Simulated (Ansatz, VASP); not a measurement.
# Two plane-wave programs on NaI

File POSCAR:

```
NaI
1.0
    0.0000000000      3.1673847128      3.1673847128
    3.1673847128      0.0000000000      3.1673847128
    3.1673847128      3.1673847128      0.0000000000
Na I
1 1
Direct
    0.0000000000      0.0000000000      0.0000000000
    0.5000000000      0.5000000000      0.5000000000
```

INCAR.step1

```
SYSTEM = NaI
  PREC = Accurate
  ENCUT = 520
  ISMEAR = 0
  SIGMA = 0.02
  LREAL = .False.
  LASPH = .True.
  NELM = 60
  NBANDS = 14
  GGA = PE
  ALGO = Normal
  EDIFF = 1E-4
  LWAVE = .True.
  LCHARG = .False.
```

File INCAR.step2:

```
SYSTEM = NaI
  PREC = Accurate
  ENCUT = 520
  EDIFF = 1E-6
  ISMEAR = 0
  SIGMA = 0.02
  LREAL = .False.
  LASPH = .True.
  NELM = 60
  ALGO = Normal
  ISIF = 2
  LWAVE = .False.
  LCHARG = .False.
  METAGGA = R2SCAN
  LMIXTAU = .True.
  NBANDS = 14
  ISTART = 1
```

The input KPOINTS:

```
regular mesh
0
Gamma
  6 6 6
  0 0 0
```

Input for Ansatz:

```yaml
crystal:
  lattice:
    - [0.0, 3.1673847128, 3.1673847128]
    - [3.1673847128, 0.0, 3.1673847128]
    - [3.1673847128, 3.1673847128, 0.0]
  atoms:
    - { symbol: Na, position: [0.0, 0.0, 0.0] }
    - { symbol: I, position: [0.5, 0.5, 0.5] }
basis:
  ecutwfc: 500
kpoints:
  mp_grid: { grid: [6, 6, 6] }
hamiltonian:
  xc: r2scan
scf:
  occupations: { method: gaussian, width: 0.02 }
output:
  forces: true
  stress: true
  eigenvalues: true
  write_density: true
  write_potential: true
  elf: true
  volumetric_format: npy
```

Alike in both runs: task single point; functional r2SCAN; k mesh 6 × 6 × 6; occupations gaussian, width 0.02 eV; no spin polarisation.

|  | VASP | Ansatz |
| --- | --- | --- |
| version | VASP 6.6.1 | Ansatz 0.2.0 |
| potentials or method | VASP PAW PBE potentials, release 64 (Na_pv, I), cutoff 520 eV | scalar-relativistic, plane waves, PAW |
| valence electrons in the cell | 14 | 26 |

VASP gave:

| Item | Value |
| --- | --- |
| gap on the k mesh at the Fermi level (eV) | 4.65 |
| least direct gap on the mesh (eV) | 4.65 |
| pressure (GPa) | 1.1 |

What did Ansatz give for the same quantities?

gap on the k mesh at the Fermi level (eV): 4.64; least direct gap on the mesh (eV): 4.64; pressure (GPa): 1.2.

VASP's potentials were made for PBE, not for r2SCAN. VASP's potentials hold 14 valence electrons a cell and Ansatz's 26, so a difference there can come from the potentials and not from the codes.

Neither program's run includes spin-orbit coupling.
